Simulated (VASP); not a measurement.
Runs of VASP 6.6.1 on SnO. The structure is that of space group Pm-3m (No. 221), or close to it. The cells are those of the table. 

```tsv
task	cell	k mesh	cutoff (eV)	smearing	gap on the mesh (eV)	pressure (GPa)
single point	a = 3.132 Å, 2 atoms	18 × 18 × 18	520	gaussian 0.1 eV	none	-0.1
single point	a = 3.139 Å, 2 atoms	6 × 6 × 6	520	gaussian 0.1 eV	0.30	-0.4
single point	a = 3.238 Å, 2 atoms	6 × 6 × 6	520	gaussian 0.1 eV	(a)	-7.9
relaxation of cell and atoms	relaxed from a = 3.139 Å, 2 atoms	12 × 12 × 12	600	gaussian 0.02 eV	none	0.0
relaxation of cell and atoms	relaxed from a = 3.132 Å, 2 atoms	18 × 18 × 18	600	gaussian 0.1 eV	none	-0.1
```

Alike in all rows: level PBE; potentials or basis VASP PAW PBE potentials, release 64 (Sn_d, O); no spin polarisation.

Problem. Fill in the values left out.

Solution. (a) 0.55.

Caveats: spin-orbit coupling is left out, which moves the levels of the heavy elements; the relaxation stopped at its first step, so nothing moved (some runs).

A k mesh can miss the band edges, and the runs leave out spin-orbit coupling on Sn.

A gap of «none» marks levels without a gap at the run's occupations.
